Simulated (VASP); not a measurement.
# AlN (P6_3mc) in VASP: further runs, part 2 of 2

VASP 6.6.1. Earlier steps stand in the parts before.

### Step 3. Single point, LDA (strain +0.030 along x and y, -0.015 along z)

Input file INCAR:

```
SYSTEM = AlN
PREC = Accurate
ENCUT = 520
EDIFF = 1E-6
ISMEAR = 0
SIGMA = 0.05
LREAL = .FALSE.
LASPH = .TRUE.
NELM = 60
ALGO = Normal
ISIF = 2
LWAVE = .FALSE.
LCHARG = .TRUE.
GGA = CA
LELF = .TRUE.
LVHAR = .TRUE.
NBANDS = 16
```

Input file KPOINTS:

```
regular mesh
0
G
  9 9 6
  0 0 0
```

Input file POSCAR:

```
AlN
1.0
    3.2043322161      0.0000000000      0.0000000000
   -1.6021661081      2.7750331013      0.0000000000
    0.0000000000      0.0000000000      4.9033300000
Al N
2 2
Direct
    0.3333333333      0.6666666667      0.0000000000
    0.6666666667      0.3333333333      0.5000000000
    0.3333333333      0.6666666667      0.3850000000
    0.6666666667      0.3333333333      0.8850000000
```

Potentials or basis: VASP PAW LDA potentials, release 64 (Al, N).

On the command line:

```sh
cat potpaw_LDA.64/Al/POTCAR potpaw_LDA.64/N/POTCAR > POTCAR
mpirun -np 1 vasp_std > vasp.out
```

OUTCAR:

```text
SYSTEM = AlN
   PREC = Accurate
   ENCUT = 520
   EDIFF = 1E-6
   ISMEAR = 0
   LREAL = .FALSE.
   LASPH = .TRUE.
   NELM = 60
   ISIF = 2
   GGA = CA

 ion  position               nearest neighbor table
   1  0.333  0.667  0.000-   3 1.89   4 1.93   4 1.93   4 1.93   2 3.07   2 3.07   2 3.07   2 3.07
                             2 3.07   2 3.07
   2  0.667  0.333  0.500-   4 1.89   3 1.93   3 1.93   3 1.93   1 3.07   1 3.07   1 3.07   1 3.07
                             1 3.07   1 3.07
   3  0.333  0.667  0.385-   1 1.89   2 1.93   2 1.93   2 1.93
   4  0.667  0.333  0.885-   2 1.89   1 1.93   1 1.93   1 1.93

  LATTYP: Found a hexagonal cell.
 ALAT       =     3.2043322161
 C/A-ratio  =     1.5302189877

  Lattice vectors:

 A1 = (   3.2043322161,   0.0000000000,   0.0000000000)
 A2 = (  -1.6021661081,   2.7750331013,   0.0000000000)
 A3 = (   0.0000000000,   0.0000000000,   4.9033300000)

Analysis of symmetry for initial positions (statically):
=====================================================================
 Subroutine PRICEL returns:
 Original cell was already a primitive cell.

 Routine SETGRP: Setting up the symmetry group for a
 hexagonal supercell.

 Subroutine GETGRP returns: Found 12 space group operations
 (whereof  6 operations were pure point group operations)
 out of a pool of 24 trial point group operations.

The static configuration has the point symmetry C_3v.
 The point group associated with its full space group is C_6v.

Analysis of symmetry for dynamics (positions and initial velocities):
=====================================================================
 Subroutine PRICEL returns:
 Original cell was already a primitive cell.

 Routine SETGRP: Setting up the symmetry group for a
 hexagonal supercell.

 Subroutine GETGRP returns: Found 12 space group operations
 (whereof  6 operations were pure point group operations)
 out of a pool of 24 trial point group operations.

The dynamic configuration has the point symmetry C_3v.
 The point group associated with its full space group is C_6v.

 Subroutine INISYM returns: Found 12 space group operations
[... 121 lines left out ...]
     AMIX_MAG =   1.60;   BMIX_MAG =  1.00
  volume/ion in A,a.u.               =      10.90        73.56
  Fermi-wavevector in a.u.,A,eV,Ry     =   1.172058  2.214869 18.690604  1.373721
  Thomas-Fermi vector in A             =   2.308493
   LORBIT       =      0    0 simple, 1 ext, 2 COOP (PROOUT), +10 PAW based schemes
   GGA     = CA    functional components
   LHFCALC =     F    Hartree Fock is set to
   AEXX    =    0.0000 exact exchange contribution
   IVDW    =     0    specifies the selected vdW correction
   LEPSILON=     F    determine dielectric tensor
   LRPA    =     F    only Hartree local field effects (RPA)
 non-spin polarized calculation
 Gauss-broadening in eV      SIGMA  =   0.05
  energy-cutoff  :      520.00
  volume of cell :       43.60
 maximum number of plane-waves:      1203
 NGX is ok and might be reduce to    24
   NGX = 11   NGY = 11   NGZ = 19

 number of electron      16.0000000 magnetization

 Free energy of the ion-electron system (eV)
  ---------------------------------------------------
  ext. energy  EPLUGINS =         0.00000000
  ---------------------------------------------------
  free energy    TOTEN  =       -32.68116023 eV

  energy without entropy =      -32.68116023  energy(sigma->0) =      -32.68116023

 E-fermi :   5.8613     XC(G=0): -11.0581

 val. band max:        5.6574449944   @ k =   0.0000   0.0000   0.0000
 cond. band min:       9.3459795803   @ k =   0.0000   0.0000   0.0000
 fundamental gap:      3.6885345859
 Fermi energy:         5.8612757285

 k-point     1 :       0.0000    0.0000    0.0000
  band No.  band energies     occupation
      1      -9.2933      2.00000
      2      -7.0139      2.00000
      3      -0.2321      2.00000
      4       4.4481      2.00000
      5       4.4481      2.00000
      6       5.2261      2.00000
[... 433 lines left out ...]
      3       0.8603      2.00000
      4       1.3273      2.00000
      5       1.3273      2.00000
      6       3.0232      2.00000
[... 8 lines left out ...]
     15      17.9631      0.00000
     16      19.5364      0.00000

 [... further k-points ...]
[... 5 lines left out ...]
  --------------------------------------------------------------------------------------
  -------------------------------------------------------------------------------------
  Total       -4.5728258     -4.5728258     -0.5640712      0.0000000     -0.0000000      0.0000000
  in kB     -168.0344826   -168.0344826    -20.7275363      0.0000000     -0.0000000      0.0000000
  external PRESSURE =    -118.9321672 kB  Pullay stress =       0.0000000 kB

 VOLUME and BASIS-vectors are now :
 -----------------------------------------------------------------------------
  energy-cutoff  :      520.00
  volume of cell :       43.60
      direct lattice vectors                 reciprocal lattice vectors
     3.204332216  0.000000000  0.000000000     0.312077504  0.180178031  0.000000000
    -1.602166108  2.775033101  0.000000000     0.000000000  0.360356062  0.000000000
     0.000000000  0.000000000  4.903330000     0.000000000  0.000000000  0.203943035

 POSITION                                       TOTAL-FORCE (eV/Angst)
 -----------------------------------------------------------------------------------
     -0.00000      1.85002      0.00000        -0.000000      0.000000     -0.271285
      1.60217      0.92501      2.45167         0.000000     -0.000000     -0.271285
     -0.00000      1.85002      1.88778        -0.000000      0.000000      0.271285
      1.60217      0.92501      4.33945         0.000000     -0.000000      0.271285
 -----------------------------------------------------------------------------------
    total drift:                               -0.000000     -0.000000     -0.000305

  FREE ENERGIE OF THE ION-ELECTRON SYSTEM (eV)
  ---------------------------------------------------
  free  energy   TOTEN  =       -32.6811602330 eV

  energy  without entropy=      -32.6811602330  energy(sigma->0) =      -32.68116023
```

OSZICAR:

```text
N       E                     dE             d eps       ncg     rms          rms(c)
DAV:   1     0.378405730028E+02    0.37841E+02   -0.73241E+03  1536   0.896E+02
DAV:   2    -0.342409055185E+02   -0.72081E+02   -0.66654E+02  2208   0.173E+02
DAV:   3    -0.375457528769E+02   -0.33048E+01   -0.32966E+01  1832   0.385E+01
DAV:   4    -0.375632172539E+02   -0.17464E-01   -0.17464E-01  1944   0.337E+00
DAV:   5    -0.375634015704E+02   -0.18432E-03   -0.18432E-03  1840   0.336E-01    0.119E+01
DAV:   6    -0.327951096450E+02    0.47683E+01   -0.11312E+01  1608   0.236E+01    0.423E+00
DAV:   7    -0.327437015537E+02    0.51408E-01   -0.46928E-01  1808   0.456E+00    0.275E+00
DAV:   8    -0.326838034095E+02    0.59898E-01   -0.80693E-02  1648   0.237E+00    0.393E-01
DAV:   9    -0.326810454938E+02    0.27579E-02   -0.67336E-03  1912   0.589E-01    0.238E-01
DAV:  10    -0.326812278960E+02   -0.18240E-03   -0.67055E-04  1712   0.171E-01    0.139E-01
DAV:  11    -0.326811603697E+02    0.67526E-04   -0.11530E-04  1752   0.805E-02    0.212E-02
DAV:  12    -0.326811602330E+02    0.13677E-06   -0.29493E-06  1816   0.121E-02
   1 F= -.32681160E+02 E0= -.32681160E+02  d E =-.351813E-11
```

Run time: 33 s. Hardware: 1 thread of AMD EPYC 7R13, shared host; peak memory 0.12 GiB.

Results:

```yaml
Free_energy: -32.6812 eV
Pressure: -11.9 GPa
Largest_force: 0.271 eV/Å
Band_gap_on_the_k_mesh: 3.69 eV, direct
```

Forces on the atoms (eV/Å):
```
Al   0.000  0.000 -0.271
Al   0.000  0.000 -0.271
N    0.000  0.000  0.271
N    0.000  0.000  0.271
```

Stress tensor (GPa, compression positive):
```
-16.80   0.00   0.00
  0.00 -16.80   0.00
  0.00   0.00  -2.07
```

Caveat: the cell differs from its parent crystal (strain +0.030 along x and y, -0.015 along z).

### Step 4. Single point, LDA (strain +0.030 along x and y, +0.000 along z)

Input file INCAR:

```
SYSTEM = AlN
ALGO = Normal
EDIFF = 1E-6
ENCUT = 520
ISIF = 2
ISMEAR = 0
LASPH = .True.
LCHARG = .False.
LREAL = .False.
LWAVE = .False.
NBANDS = 16
NELM = 60
PREC = Accurate
SIGMA = 0.05
```

Input file KPOINTS:

```
k-points
0
Gamma
  9 9 6
  0 0 0
```

Edit POSCAR of step 3 so:

```diff
@@ -4,3 +4,3 @@
    -1.6021661081      2.7750331013      0.0000000000
-    0.0000000000      0.0000000000      4.9033300000
+    0.0000000000      0.0000000000      4.9780000000
 Al N
```

On the command line:

```sh
cat potpaw_LDA.64/Al/POTCAR potpaw_LDA.64/N/POTCAR > POTCAR
mpirun -np 1 vasp_std > vasp.out
```

It took 36 s on 1 thread of AMD EPYC 7R13, shared host; peak memory 0.12 GiB.

It converged, with:

* Free energy: -32.6603 eV
* Pressure: -14.4 GPa
* Largest force: 0.072 eV/Å
* Band gap on the k mesh: 3.60 eV, direct

Forces in eV/Å, atoms in the order of the input:
```
Al   0.000  0.000 -0.072
Al   0.000  0.000 -0.072
N    0.000  0.000  0.072
N    0.000  0.000  0.072
```

Stress tensor (GPa, compression positive):
```
-17.47   0.00   0.00
  0.00 -17.47   0.00
  0.00   0.00  -8.12
```

Levels at points of the mesh, in eV from the valence-band top:
| k point | band 4 | band 5 | band 6 | band 7 | band 8 | band 9 | band 10 | band 11 | band 12 | band 13 |
| --- | --- | --- | --- | --- | --- | --- | --- | --- | --- | --- |
| (0.00, 0.00, 0.00) | -1.11 | -1.11 | -0.38 | -0.38 | 0.00 | 3.60 | 5.65 | 10.07 | 10.13 | 10.13 |
| (0.00, 0.00, 0.50) | -3.24 | -0.75 | -0.75 | -0.75 | -0.75 | 5.69 | 5.69 | 9.68 | 9.68 | 10.45 |

Caveat: the cell differs from its parent crystal (strain +0.030 along x and y, +0.000 along z).

### Step 5. Single point, LDA (strain +0.015 along x and y, +0.030 along z)

Input file INCAR:

```
  PREC = Accurate
  ENCUT = 520
  EDIFF = 1E-6
  ISMEAR = 0
  SIGMA = 0.05
  LREAL = F
  LASPH = T
  NELM = 80
  ALGO = Normal
  ISIF = 2
  LWAVE = F
  LCHARG = F
  NBANDS = 16
```

Input file KPOINTS:

```
Automatic mesh
0
Gamma
  9 9 6
```

Input file POSCAR:

```
AlN
1.0
    3.1576671839      0.0000000000      0.0000000000
   -1.5788335919      2.7346199979      0.0000000000
    0.0000000000      0.0000000000      5.1273400000
Al N
2 2
Direct
    0.3333333333      0.6666666667      0.0000000000
    0.6666666667      0.3333333333      0.5000000000
    0.3333333333      0.6666666667      0.3850000000
    0.6666666667      0.3333333333      0.8850000000
```

On the command line:

```sh
cat potpaw_LDA.64/Al/POTCAR potpaw_LDA.64/N/POTCAR > POTCAR
mpirun -np 1 vasp_std > vasp.out
```

It took 31 s on 1 thread of AMD EPYC 7R13, shared host; peak memory 0.12 GiB.

Results (log left out):

```
Free energy            : -32.6772 eV
Pressure               : -14.0 GPa
Largest force          : 0.280 eV/Å
Band gap on the k mesh : 3.70 eV, direct
```

Forces on the atoms (eV/Å):
```
Al   0.000  0.000  0.280
Al   0.000  0.000  0.280
N    0.000  0.000 -0.280
N    0.000  0.000 -0.280
```

Stress tensor (GPa, compression positive):
```
-12.33   0.00   0.00
  0.00 -12.33   0.00
  0.00   0.00 -17.21
```

Levels at points of the mesh, in eV from the valence-band top:
```csv
k point,band 4,band 5,band 6,band 7,band 8,band 9,band 10,band 11,band 12,band 13
"(0.00, 0.00, 0.00)",-0.82,-0.82,-0.22,-0.22,0.00,3.70,6.17,9.97,10.64,10.64
"(0.00, 0.00, 0.50)",-3.28,-0.53,-0.53,-0.53,-0.53,5.98,5.98,9.61,9.61,10.96
```

Caveat: the cell differs from its parent crystal (strain +0.015 along x and y, +0.030 along z).

### Step 6. The runs side by side

| cell | gap on the mesh (eV) | pressure (GPa) | largest force (eV/Å) |
| --- | --- | --- | --- |
| a = 3.158, b = 3.158, c = 4.903 Å, angles 90.0, 90.0, 120.0°, 4 atoms | 3.98 | -6.8 | 0.15 |
| a = 3.204, b = 3.204, c = 4.903 Å, angles 90.0, 90.0, 120.0°, 4 atoms | 3.69 | -11.9 | 0.27 |
| a = 3.204, b = 3.204, c = 4.978 Å, angles 90.0, 90.0, 120.0°, 4 atoms | 3.60 | -14.4 | 0.07 |
| a = 3.158, b = 3.158, c = 5.127 Å, angles 90.0, 90.0, 120.0°, 4 atoms | 3.70 | -14.0 | 0.28 |

Alike in all rows: task single point; level LDA; potentials or basis VASP PAW LDA potentials, release 64 (Al, N); no spin polarisation; k mesh 9 × 9 × 6; cutoff (eV) 520; smearing gaussian 0.05 eV.

Absolute energies hang on the potentials; compare differences alone.
